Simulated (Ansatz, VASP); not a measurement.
# One calculation of Ga, two programs

```
CELL_PARAMETERS angstrom
4.49446 0.00000 0.00000
-2.24723 3.89232 0.00000
0.00000 0.00000 2.81255
ATOMIC_POSITIONS crystal
Ga 0.00000 0.00000 0.00000
Ga 0.33333 0.66667 0.50000
Ga 0.66667 0.33333 0.50000
```

Change from the starting cell: volume scaled by 0.85, PAW files.

Alike in both runs: task single point; functional PBE; k mesh 8 × 8 × 10; occupations fermi-dirac, width 0.05 eV; no spin polarisation.

|  | VASP | Ansatz |
| --- | --- | --- |
| version | VASP 6.6.1 | Ansatz 0.2.0 |
| potentials or method | VASP PAW PBE potentials, release 64 (Ga_d) | PAW with Ansatz's default frozen-core files, scalar-relativistic |
| plane-wave cutoff (eV) | 520 | 420 |
| valence electrons in the cell | 39 | 39 |

Ansatz gave:

- pressure (GPa): 11.4

Task: Which values does VASP return?

Result: Pressure (GPa): 11.5.

The functional is the same, so the differences come from potentials, cutoffs and numerics.
